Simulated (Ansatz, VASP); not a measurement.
# One calculation of SiC, two programs

```xyz
4
Lattice="1.5416 0.8900 5.3212 -1.5416 0.8900 5.3212 0.0000 -1.7801 5.3212" Properties=species:S:1:pos:R:3 pbc="T T T"
C     0.0000    0.0000    7.1707
C     0.0000    0.0000    8.7929
Si    0.0000    0.0000   14.7740
Si    0.0000    0.0000    1.1897
```

Alike in both runs: task single point; functional r2SCAN; k mesh 10 × 10 × 10; no spin polarisation.

|  | VASP | Ansatz |
| --- | --- | --- |
| version | VASP 6.6.1 | Ansatz 0.2.0 |
| potentials or method | VASP PAW PBE potentials, release 64 (C, Si) | plane waves, PAW |
| plane-wave cutoff (eV) | 520 | 500 |
| occupations | gaussian, width 0.01 eV | fixed |
| valence electrons in the cell | 16 | 16 |

```csv
,VASP,Ansatz,Ansatz less VASP
gap on the k mesh at the Fermi level (eV),0.70,0.69,-0.011
pressure (GPa),-0.2,0.0,+0.17
rms of the force components (eV/Å),0.014,0.001,-0.0135
```

VASP's potentials were made for PBE, not for r2SCAN.
